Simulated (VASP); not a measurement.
Wanted: the native input for a VASP 6.6.1 run.

```
Task                   : relaxation of cell and atoms
Functional             : PBEsol
Potentials or basis    : VASP PAW PBE potentials, release 64 (Sc_sv, Al, N)
Cutoff                 : 600 eV
k mesh                 : 6 × 6 × 6
Occupations            : gaussian, width 0.02 eV
Spin                   : no spin polarisation
Dipole correction      : no
Further INCAR settings : LREAL = Auto; ALGO = Normal; EDIFF = 1e-06; IBRION = 2; EDIFFG = -0.005; NSW = 100; ISIF = 3
```

The structure of ScAl7N8 lies in POSCAR:

```
ScAl7N8
1.0
    0.0000000000      0.0000000000     -5.0022756238
    3.1713982817      5.4930229549      0.0000000000
    3.1713982817     -5.4930229549      0.0000000000
Sc Al N
1 7 8
Direct
    0.0094552290      0.1666666667      0.3333333333
    0.0027218293      0.1677165335      0.8338582667
    0.0027218293      0.6661417333      0.3322834665
    0.0027218293      0.6661417333      0.8338582667
    0.5005218369      0.3366517042      0.6733034084
    0.5005218369      0.3366517042      0.1633482958
    0.5039026252      0.8333333333      0.6666666667
    0.5005218369      0.8266965916      0.1633482958
    0.5856238445      0.1666666667      0.3333333333
    0.6207735755      0.1652635826      0.8326317913
    0.6207735755      0.6673682087      0.3347364174
    0.6207735755      0.6673682087      0.8326317913
    0.1231623681      0.3438212638      0.6876425276
    0.1231623681      0.3438212638      0.1561787362
    0.1194794720      0.8333333333      0.6666666667
    0.1231623681      0.8123574724      0.1561787362
```

These files were run (other wordings do the same):

INCAR

```
PREC     = Accurate       # precision mode
ENCUT    = 600            # plane-wave cutoff, eV
EDIFF    = 1E-6           # SCF threshold, eV
ISMEAR   = 0              # smearing method
SIGMA    = 0.02           # smearing width, eV
LREAL    = Auto         
LASPH    = T              # aspherical terms in the spheres
NELM     = 100            # most SCF steps
ALGO     = Normal         # electronic algorithm
ISIF     = 3              # what is computed and relaxed
LWAVE    = F              # write WAVECAR
LCHARG   = F              # write CHGCAR
GGA      = PS             # functional
IBRION   = 2              # ionic algorithm
NSW      = 100            # ionic steps
EDIFFG   = -0.005         # ionic threshold
```

KPOINTS

```
regular mesh
0
Gamma
  6 6 6
```

Potentials or basis: VASP PAW PBE potentials, release 64 (Sc_sv, Al, N).

Command:

```bash
$ cat potpaw_PBE.64/Sc_sv/POTCAR potpaw_PBE.64/Al/POTCAR potpaw_PBE.64/N/POTCAR > POTCAR
$ mpirun -np 1 vasp_std > vasp.out
```

It gave:

```json
{"Relaxed volume": "10.88 Å³/atom", "Relaxed cell": "a = 5.008 Å, b = 6.336 Å, c = 6.336 Å, α = 120.00°, β = 90.00°, γ = 90.00°", "Space group after relaxing (to 0.05 Å)": "P3m1 (No. 156)", "Energy gained by relaxing": "0.1 meV/atom", "Ionic steps": "8", "Pressure after relaxing": "0.0 GPa", "Largest force after relaxing": "0.004 eV/Å", "Band gap on the k mesh": "3.95 eV, direct"}
```

Caveat: the PAW data sets were made with another functional, which shifts forces and pressure a little.

It took 27 min on 1 thread of Intel(R) Xeon(R) Platinum 8488C (Sapphire Rapids) (shared host), peak memory 0.48 GiB.
